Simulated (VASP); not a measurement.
Crystal: TiO2.

```xyz
12
Lattice="6.1536 -1.8835 0.0000 6.1536 1.8835 0.0000 -1.9283 0.0000 6.3290" Properties=species:S:1:pos:R:3 pbc="T T T"
Ti   10.5189    0.0000    1.8329
Ti    1.8562    0.0000    1.7959
Ti   -0.1400    0.0000    4.4961
Ti    8.5226    0.0000    4.5330
O     3.8886    0.0000    1.8569
O     1.9846    0.0000    4.1297
O     8.7534    0.0000    6.2992
O     8.3943    0.0000    2.1993
O    10.3741    0.0000    3.9874
O     1.6255    0.0000    0.0298
O     6.4903    0.0000    4.4721
O     0.0047    0.0000    2.3416
```

Base run:

| Item | Value |
| --- | --- |
| Program | VASP 6.6.1 |
| Functional | PBE |
| Potentials or basis | VASP PAW PBE potentials, release 64 (Ti_sv, O) |
| Cutoff | 520 eV |
| k mesh | 6 × 6 × 3 |
| Occupations | fermi-dirac, width 0.05 eV |
| Spin | no spin polarisation |

Its results: band gap on the k mesh 2.75 eV (least direct gap 2.90 eV); pressure -0.5 GPa; largest force 0.114 eV/Å.

Question: The run is repeated on the same cell with these changes: potentials or basis from VASP PAW PBE potentials, release 64 (Ti_sv, O) to VASP PAW PBE potentials, release 64 (Ti_sv, O_h); cutoff from 520 eV to 910 eV; k mesh from 6 × 6 × 3 to 3 × 3 × 2. What comes out?

Answer: Band gap on the k mesh 2.74 eV (least direct gap 2.91 eV); pressure -1.0 GPa; largest force 0.105 eV/Å.

Caveats: some runs use coarse meshes; an odd mesh through Γ misses points on the zone boundary, where band edges can lie; the cutoff is under 1.25 times the usual one of these potentials, so pressure, stress and relaxed cells hold a basis-set (Pulay) error (at least some runs).
